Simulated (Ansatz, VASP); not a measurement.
## Two plane-wave programs on Ni

```xyz
2
Lattice="2.4480 0.0000 0.0000 -1.2240 2.1200 0.0000 0.0000 0.0000 4.0728" Properties=species:S:1:pos:R:3 pbc="T T T"
Ni    0.0000    1.4134    1.0182
Ni    1.2240    0.7067    3.0546
```

Alike in both runs: task single point; functional PBEsol; k mesh 13 × 13 × 7; occupations fermi-dirac, width 0.01 eV; collinear spin.

```csv
,VASP,Ansatz
version,VASP 6.6.1,Ansatz 0.2.0
potentials or method,"VASP PAW PBE potentials, release 64 (Ni)","plane waves, PAW"
plane-wave cutoff (eV),520,420
valence electrons in the cell,20,36
```

VASP gave:

```
gap on the k mesh at the Fermi level (eV)                     : none
net moment per atom (μB)                                      : 0.00
size of the moment on the site where the two differ most (μB) : 0.27
```

Q: Estimate Ansatz's values.

A: gap on the k mesh at the Fermi level (eV): none; net moment per atom (μB): 0.63; size of the moment on the site where the two differ most (μB): 0.66.

The net moments are unlike, so the other rows may belong to different states. VASP's potentials were made for PBE, not for PBEsol. Site moments also hang on the region over which each program counts them. A gap of «none» marks a metal or a gap that the smearing closes. VASP's potentials hold 20 valence electrons a cell and Ansatz's 36, so a difference there can come from the potentials and not from the codes. Ansatz's warnings: seeded moment not kept.
